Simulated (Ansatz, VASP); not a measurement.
## GaN in VASP and in Ansatz

```xyz
16
Lattice="3.2184 0.0000 0.0000 0.0000 5.2432 0.0000 0.0000 0.0000 24.2906" Properties=species:S:1:pos:R:3 pbc="T T T"
Ga    0.0000   -0.1448    7.7793
Ga    1.6092    2.6626    8.3235
Ga    1.6092    0.0024   10.3371
Ga    0.0000    2.6513   11.1890
Ga    0.0000    0.0297   13.1017
Ga    1.6092    2.6240   13.9536
Ga    1.6092    0.0410   15.9672
Ga    0.0000    2.4768   16.5113
N     0.0000    3.2885    7.5177
N     1.6092    0.6930    8.4057
N     1.6092    3.2831   10.2850
N     0.0000    0.6718   11.2155
N     0.0000    3.2934   13.0752
N     1.6092    0.6615   14.0056
N     1.6092    3.3146   15.8849
N     0.0000    0.6669   16.7730
```

Alike in both runs: functional PBE; k mesh 8 × 5 × 1; occupations gaussian, width 0.05 eV; no spin polarisation.

Ansatz relaxed the structure, and its values are those at the end. VASP's run is a single point on that final structure, the one shown.

```csv
,VASP,Ansatz
version,VASP 6.6.1,Ansatz 0.2.0
potentials or method,"VASP PAW PBE potentials, release 64 (Ga_d, N), cutoff 520 eV","scalar-relativistic, plane waves, PAW"
valence electrons in the cell,144,144
```

|  | VASP | Ansatz | Ansatz less VASP |
| --- | --- | --- | --- |
| gap on the k mesh at the Fermi level (eV) | 1.46 | 1.47 | +0.006 |
| least direct gap on the mesh (eV) | 1.49 | 1.49 | +0.002 |
| rms of the force components (eV/Å) | 0.014 | 0.007 | -0.0068 |

Ansatz's warnings: xc potential rough in thin density.
